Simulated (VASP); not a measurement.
Here is a VASP 6.6.1 calculation.

The input INCAR:

```
SYSTEM = W
PREC = Accurate
ENCUT = 520
EDIFF = 1E-6
ISMEAR = -1
SIGMA = 0.05
LREAL = .FALSE.
LASPH = .TRUE.
NELM = 80
ALGO = Normal
ISIF = 2
LWAVE = .FALSE.
LCHARG = .FALSE.
GGA = RP
IVDW = 12
NBANDS = 13
```

File KPOINTS:

```
Automatic mesh
0
G
  12 12 12
  0 0 0
```

Contents of POSCAR:

```
W
1.0
   -1.5202985035      1.5202985035      1.5202985035
    1.5202985035     -1.5202985035      1.5202985035
    1.5202985035      1.5202985035     -1.5202985035
W
1
Direct
    0.0000000000      0.0000000000      0.0000000000
```

Potentials or basis: VASP PAW PBE potentials, release 64 (W_sv).

Launch:

```console
$ cat potpaw_PBE.64/W_sv/POTCAR > POTCAR
$ mpirun -np 1 vasp_std > vasp.out
```

Problem. Predict the pressure.

Solution. 1.5 GPa.

Problem. Estimate the dispersion energy per atom.

Solution. -5.403 eV.

Problem. Predict the band gap on the k mesh.

Solution. Zero (band 7 reaches 19.46 eV, above the bottom of band 8 at 11.92 eV).

Caveat: the PAW data sets were made with another functional, which shifts forces and pressure a little; spin-orbit coupling is left out, which moves the levels of the heavy elements; pairwise dispersion overbinds metals, which lowers pressure and volume.
